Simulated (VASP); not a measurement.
# Y (P6_3/mmc) in VASP: a series of runs, part 2 of 2

VASP 6.6.1. The steps go on from the part before.

**3. Single point, PBEsol**

This run uses another cell than the first one, of 31.32 Å³/atom.

Contents of INCAR:

```
SYSTEM = Y
PREC = Accurate ; ENCUT = 520
EDIFF = 1E-6 ; ISMEAR = 0
SIGMA = 0.1 ; LREAL = .False.
LASPH = .True. ; NELM = 60
ALGO = Fast ; ISIF = 2
LWAVE = .False. ; LCHARG = .True.
GGA = PS ; LELF = .True.
LVHAR = .True. ; NBANDS = 18
```

Contents of KPOINTS:

```
regular mesh
0
Gamma
  18 18 10
  0 0 0
```

Contents of POSCAR:

```
Y
1.0
    3.5971228259      0.0000000000      0.0000000000
   -1.7985614129      3.1151997477      0.0000000000
    0.0000000000      0.0000000000      5.5896130749
Y
2
Direct
    0.3333333333      0.6666666667      0.2500000000
    0.6666666667      0.3333333333      0.7500000000
```

Potentials or basis: VASP PAW PBE potentials, release 64 (Y_sv).

Command:

```console
cat potpaw_PBE.64/Y_sv/POTCAR > POTCAR
mpirun -np 1 vasp_std > vasp.out
```

OUTCAR:

```text
SYSTEM = Y
   PREC = Accurate
   ENCUT = 520
   EDIFF = 1E-6
   ISMEAR = 0
   LREAL = .False.
   LASPH = .True.
   NELM = 60
   ISIF = 2
   GGA = PS

 ion  position               nearest neighbor table
   1  0.333  0.667  0.250-   2 3.48   2 3.48   2 3.48   2 3.48   2 3.48   2 3.48
   2  0.667  0.333  0.750-   1 3.48   1 3.48   1 3.48   1 3.48   1 3.48   1 3.48

  LATTYP: Found a hexagonal cell.
 ALAT       =     3.5971228259
 C/A-ratio  =     1.5539122086

  Lattice vectors:

 A1 = (   3.5971228259,   0.0000000000,   0.0000000000)
 A2 = (  -1.7985614129,   3.1151997477,   0.0000000000)
 A3 = (   0.0000000000,   0.0000000000,   5.5896130749)

Analysis of symmetry for initial positions (statically):
=====================================================================
 Subroutine PRICEL returns:
 Original cell was already a primitive cell.

 Routine SETGRP: Setting up the symmetry group for a
 hexagonal supercell.

 Subroutine GETGRP returns: Found 24 space group operations
 (whereof 12 operations were pure point group operations)
 out of a pool of 24 trial point group operations.

The static configuration has the point symmetry D_3d.
 The point group associated with its full space group is D_6h.

Analysis of symmetry for dynamics (positions and initial velocities):
=====================================================================
 Subroutine PRICEL returns:
 Original cell was already a primitive cell.

 Routine SETGRP: Setting up the symmetry group for a
 hexagonal supercell.

 Subroutine GETGRP returns: Found 24 space group operations
 (whereof 12 operations were pure point group operations)
 out of a pool of 24 trial point group operations.

The dynamic configuration has the point symmetry D_3d.
 The point group associated with its full space group is D_6h.
[... 107 lines left out ...]
   POTIM  = 0.5000    time-step for ionic-motion
   TEBEG  =    0.0;   TEEND  =   0.0 temperature during run
   PSTRESS=    0.0 pullay stress
   NELECT =      22.0000    total number of electrons
   NUPDOWN=      -1.0000    fix difference up-down
   EMIN   =  10.00;   EMAX   =-10.00  energy-range for DOS
   EFERMI =   0.00;   METHOD = LEGACY
   ISMEAR =     0;   SIGMA  =   0.10  broadening in eV -4-tet -1-fermi 0-gaus
   EFERMI_NEDOS =   21; number of points for ismear=-14 and -15
   IALGO  =     68    algorithm
   IMIX   =      4    mixing-type and parameters
     AMIX     =   0.40;   BMIX     =  1.00
     AMIX_MAG =   1.60;   BMIX_MAG =  1.00
  volume/ion in A,a.u.               =      31.32       211.34
  Fermi-wavevector in a.u.,A,eV,Ry     =   1.155069  2.182765 18.152694  1.334185
  Thomas-Fermi vector in A             =   2.291701
   LORBIT       =      0    0 simple, 1 ext, 2 COOP (PROOUT), +10 PAW based schemes
   GGA     = PS    functional components
   LHFCALC =     F    Hartree Fock is set to
   AEXX    =    0.0000 exact exchange contribution
   IVDW    =     0    specifies the selected vdW correction
   LEPSILON=     F    determine dielectric tensor
   LRPA    =     F    only Hartree local field effects (RPA)
 non-spin polarized calculation
 RMM-DIIS sequential band-by-band and
 Gauss-broadening in eV      SIGMA  =   0.10
  energy-cutoff  :      520.00
  volume of cell :       62.64
 maximum number of plane-waves:      1725
 NGX is ok and might be reduce to    28

 number of electron      22.0000002 magnetization

 Free energy of the ion-electron system (eV)
  ---------------------------------------------------
  ext. energy  EPLUGINS =         0.00000000
  ---------------------------------------------------
  free energy    TOTEN  =       -13.64800359 eV

  energy without entropy =      -13.62872187  energy(sigma->0) =      -13.63836273

 E-fermi :   3.1117     XC(G=0):  -9.7211

 val. band max:        3.1109914189   @ k =   0.1667   0.1667   0.4000
 cond. band min:       3.1248684177   @ k =   0.2778   0.1111   0.1000
 fundamental gap:      0.0138769988
 Fermi energy:         3.1116551081

 k-point     1 :       0.0000    0.0000    0.0000
  band No.  band energies     occupation
      1     -39.3672      2.00000
      2     -39.2727      2.00000
      3     -19.7350      2.00000
      4     -19.1728      2.00000
      5     -19.1728      2.00000
      6     -19.0630      2.00000
[... 481 lines left out ...]
      5     -19.4370      2.00000
      6     -19.3293      2.00000
[... 10 lines left out ...]
     17       8.1874      0.00000
     18       8.7863      0.00000

 [... further k-points ...]
[... 5 lines left out ...]
  --------------------------------------------------------------------------------------
  -------------------------------------------------------------------------------------
  Total       -0.0389441     -0.0389441     -0.0559997     -0.0000000      0.0000000      0.0000000
  in kB       -0.9961613     -0.9961613     -1.4324307     -0.0000000      0.0000000      0.0000000
  external PRESSURE =      -1.1415844 kB  Pullay stress =       0.0000000 kB

 VOLUME and BASIS-vectors are now :
 -----------------------------------------------------------------------------
  energy-cutoff  :      520.00
  volume of cell :       62.64
      direct lattice vectors                 reciprocal lattice vectors
     3.597122826  0.000000000  0.000000000     0.277999960  0.160503351  0.000000000
    -1.798561413  3.115199748  0.000000000     0.000000000  0.321006703  0.000000000
     0.000000000  0.000000000  5.589613075     0.000000000  0.000000000  0.178903260

 POSITION                                       TOTAL-FORCE (eV/Angst)
 -----------------------------------------------------------------------------------
     -0.00000      2.07680      1.39740         0.000000      0.000000      0.000000
      1.79856      1.03840      4.19221        -0.000000      0.000000      0.000000
 -----------------------------------------------------------------------------------
    total drift:                               -0.000000      0.000000     -0.000000

  FREE ENERGIE OF THE ION-ELECTRON SYSTEM (eV)
  ---------------------------------------------------
  free  energy   TOTEN  =       -13.6480035949 eV

  energy  without entropy=      -13.6287218660  energy(sigma->0) =      -13.63836273
```

It took 5.4 min on 1 thread of Intel Xeon Platinum 8259CL at 2.50GHz (Skylake/Cascade Lake), shared host; peak memory 0.36 GiB.

What came out:

| Item | Value |
| --- | --- |
| Free energy | -13.6480 eV |
| Pressure | -0.1 GPa |
| Band gap on the k mesh | zero (bands 11 and 12 overlap by 1.59 eV) |

Caveat: the PAW data sets were made with another functional, which shifts forces and pressure a little.

**4. Single point, PBEsol**

This run uses another cell than the first one: it holds 4 atoms, not 2.

Contents of INCAR:

```
PREC = Accurate
ENCUT = 520
EDIFF = 1E-7
ISMEAR = 0
SIGMA = 0.1
LREAL = False
LASPH = True
NELM = 80
ALGO = Fast
ISIF = 2
LWAVE = False
LCHARG = True
GGA = PS
LELF = True
LVHAR = True
NBANDS = 30
```

Contents of KPOINTS:

```
regular mesh
0
Gamma
  15 15 4
```

Contents of POSCAR:

```
Y
1.0
    3.5380341318      0.0000000000      0.0000000000
   -1.7690170659      3.0640274376      0.0000000000
    0.0000000000      0.0000000000     11.3824194850
Y
4
Direct
    0.0000000000      0.0000000000      0.0000000000
    0.3333333333      0.6666666667      0.2500000000
    0.0000000000      0.0000000000      0.5000000000
    0.6666666667      0.3333333333      0.7500000000
```

Command:

```console
cat potpaw_PBE.64/Y_sv/POTCAR > POTCAR
mpirun -np 1 vasp_std > vasp.out
```

Wall time 10 min (1 thread of Intel Xeon Platinum 8259CL at 2.50GHz (Skylake/Cascade Lake), shared host); peak memory 0.42 GiB.

The run converged. Its results:

```yaml
Free_energy: -27.2878 eV
Pressure: -0.1 GPa
Band_gap_on_the_k_mesh: zero (bands 22 and 23 overlap by 1.26 eV)
```

Levels at points of the mesh, in eV from the Fermi level:
```csv
k point,band 20,band 21,band 22,band 23,band 24,band 25
"(0.00, 0.00, 0.00)",-2.03,0.80,0.85,0.91,1.65,1.65
"(0.00, 0.00, 0.50)",-2.34,0.64,0.64,1.53,1.53,1.77
```

Caveat: the PAW data sets were made with another functional, which shifts forces and pressure a little.

**5. Relaxation of cell and atoms, PBEsol**

Contents of INCAR:

```
SYSTEM = Y
PREC = Accurate
ENCUT = 600
EDIFF = 1E-7
ISMEAR = 0
SIGMA = 0.1
LREAL = .FALSE.
LASPH = .TRUE.
NELM = 60
ALGO = Fast
ISIF = 3
LWAVE = .FALSE.
LCHARG = .FALSE.
GGA = PS
IBRION = 2
NSW = 100
EDIFFG = -0.01
```

Contents of KPOINTS:

```
regular mesh
0
G
  18 18 10
  0 0 0
```

Contents of POSCAR:

```
Y
1.0
    3.6514992371      0.0000000000      0.0000000000
   -1.8257496185      3.1622911012      0.0000000000
    0.0000000000      0.0000000000      5.7474000000
Y
2
Direct
    0.3333333333      0.6666666667      0.2500000000
    0.6666666667      0.3333333333      0.7500000000
```

Command:

```console
cat potpaw_PBE.64/Y_sv/POTCAR > POTCAR
mpirun -np 1 vasp_std > vasp.out
```

It took 35 min on 1 thread of Intel Xeon Platinum 8259CL at 2.50GHz (Skylake/Cascade Lake), shared host; peak memory 0.44 GiB.

Results (log left out):

| Item | Value |
| --- | --- |
| Free energy | -13.6485 eV |
| Relaxed volume | 31.26 Å³/atom |
| Relaxed cell | a = 3.595 Å, b = 3.595 Å, c = 5.584 Å, α = 90.00°, β = 90.00°, γ = 120.00° |
| Space group after relaxing (to 0.1 Å) | P6_3/mmc (No. 194) |
| Energy gained by relaxing | 15.8 meV/atom |
| Ionic steps | 7 |
| Pressure after relaxing | 0.0 GPa |
| Band gap on the k mesh | zero (bands 11 and 12 overlap by 1.60 eV) |

The path:
```csv
step,energy change (eV),largest force (eV/Å),pressure (GPa),volume (Å³)
1,0.0000,0.0000,-2.37,66.37
2,-0.0304,0.0000,0.46,61.77
3,-0.0313,0.0000,0.04,62.39
4,-0.0313,0.0000,-0.05,62.47
5,-0.0315,0.0000,-0.03,62.49
6,-0.0316,0.0000,-0.04,62.51
7,-0.0316,0.0000,-0.04,62.51
```

Final structure:
```xyz
2
Lattice="3.5953 0.0000 0.0000 -1.7977 3.1137 0.0000 0.0000 0.0000 5.5843" Properties=species:S:1:pos:R:3 pbc="T T T"
Y     0.0000    2.0758    1.3961
Y     1.7977    1.0379    4.1882
```

Levels at points of the mesh, in eV from the Fermi level:
```tsv
k point	band 7	band 8	band 9	band 10	band 11	band 12	band 13	band 14	band 15
(0.00, 0.00, 0.00)	-22.17	-22.12	-4.77	-1.93	1.13	1.77	1.77	2.18	2.43
(0.50, 0.00, 0.00)	-22.31	-22.23	-1.71	-1.28	-0.87	-0.04	1.44	1.52	2.20
(0.00, 0.00, 0.50)	-22.22	-22.22	-3.25	-3.25	1.01	1.01	1.67	1.67	1.67
(0.50, 0.00, 0.50)	-22.30	-22.30	-1.73	-1.73	0.08	0.08	1.52	1.52	2.85
```

Caveat: the PAW data sets were made with another functional, which shifts forces and pressure a little.

**6. Overview**

```tsv
task	cell	k mesh	cutoff (eV)	gap on the mesh (eV)	pressure (GPa)
single point	a = 3.651, b = 3.651, c = 5.747 Å, angles 90.0, 90.0, 120.0°, 2 atoms, atomic positions A	6 × 6 × 4	520	none	-2.3
single point	a = 3.597, b = 3.597, c = 5.590 Å, angles 90.0, 90.0, 120.0°, 2 atoms, atomic positions A	18 × 18 × 10	520	none	-0.1
single point	a = 3.538, b = 3.538, c = 11.382 Å, angles 90.0, 90.0, 120.0°, 4 atoms, atomic positions B	15 × 15 × 4	520	none	-0.1
relaxation of cell and atoms	relaxed from a = 3.651, b = 3.651, c = 5.747 Å, angles 90.0, 90.0, 120.0°, 2 atoms, atomic positions A	18 × 18 × 10	600	none	0.0
```

Alike in all rows: level PBEsol; potentials or basis VASP PAW PBE potentials, release 64 (Y_sv); no spin polarisation; smearing gaussian 0.1 eV.

Caveats: the PAW data sets were made with another functional, which shifts forces and pressure a little.

Total energies depend on the potentials used, so only differences within one code and one set of settings carry meaning.

The gap in the log of VASP goes by the Fermi energy; the results here count the filled bands.